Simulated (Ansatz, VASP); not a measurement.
Two plane-wave programs on HfN

```
Hf N
1.0
     0.00000    2.14605    2.14605
     2.14605    0.00000    2.14605
     2.14605    2.14605    0.00000
Hf N
1 1
Direct
  0.00000 0.00000 0.00000
  0.50000 0.50000 0.50000
```

Change from the starting cell: strain -0.050 along x and y, -0.050 along z, atoms carried along.

Alike in both runs: task single point; functional PBEsol; k mesh 18 × 18 × 18; occupations gaussian, width 0.15 eV; no spin polarisation.

|  | VASP | Ansatz |
| --- | --- | --- |
| version | VASP 6.6.1 | Ansatz 0.2.0 |
| potentials or method | VASP PAW PBE potentials, release 64 (Hf_pv, N), cutoff 520 eV | scalar-relativistic, plane waves, PAW |
| valence electrons in the cell | 15 | 31 |

Ansatz gave:

```
gap on the k mesh at the Fermi level (eV) : none
pressure (GPa)                            : 55.0
```

Question: Estimate VASP's values.

Answer: gap on the k mesh at the Fermi level (eV): none; pressure (GPa): 53.0.

VASP's potentials were made for PBE, not for PBEsol. A gap of «none» marks a metal or a gap that the smearing closes. Both programs put the cell under a high pressure, so it lies far from rest at this level. The functional is the same, so the differences come from potentials, cutoffs and numerics. VASP's potentials hold 15 valence electrons a cell and Ansatz's 31, so a difference there can come from the potentials and not from the codes.

Spin-orbit coupling is off throughout.
